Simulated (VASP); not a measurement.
BeBCl2: single point with PBE

BeBCl2:

```
Be B Cl
1.0
     3.21253    0.00000    0.00000
    -1.60626    2.78213    0.00000
     0.00000    0.00000   14.93036
Be B Cl
2 2 4
Direct
  0.33333 0.66667 0.89051
  0.66667 0.33333 0.10949
  0.66667 0.33333 0.39015
  0.33333 0.66667 0.60985
  0.66667 0.33333 0.81887
  0.00000 0.00000 0.00000
  0.33333 0.66667 0.18113
  0.00000 0.00000 0.50000
```

| Property | Result |
| --- | --- |
| Program | VASP 6.6.1 |
| Task | single point |
| Functional | PBE |
| Potentials or basis | VASP PAW PBE potentials, release 64 (Be, B, Cl) |
| Cutoff | 520 eV |
| k mesh | 12 × 12 × 4 |
| Occupations | gaussian, width 0.1 eV |
| Spin | no spin polarisation |

* Pressure: 0.0 GPa
* Largest force: 0.012 eV/Å
* Band gap on the k mesh: zero (bands 19 and 20 overlap by 2.13 eV)

Forces on the atoms (eV/Å):
```
Be   0.000  0.000  0.003
Be   0.000  0.000 -0.003
B    0.000  0.000 -0.012
B    0.000  0.000  0.012
Cl   0.000  0.000 -0.012
Cl   0.000  0.000  0.000
Cl   0.000  0.000  0.012
Cl   0.000  0.000  0.000
```

Levels at points of the mesh, in eV from the Fermi level:
```csv
k point,band 17,band 18,band 19,band 20,band 21,band 22
"(0.00, 0.00, 0.00)",-3.54,-2.58,0.26,1.03,1.65,1.78
"(0.50, 0.00, 0.00)",-4.65,-2.22,-1.24,-0.82,0.50,1.12
"(0.00, 0.00, 0.50)",-3.54,-2.68,0.62,0.76,1.46,1.87
"(0.50, 0.00, 0.50)",-4.65,-2.25,-1.09,-0.97,0.66,1.00
```

It took 5.7 min on 1 thread of Oxide Virtual Turin-like Processor, on a shared host, peak memory 0.34 GiB.

Caveat: this functional lacks dispersion, which binds layers or chains, so the pressure and a relaxed spacing across them are unreliable.
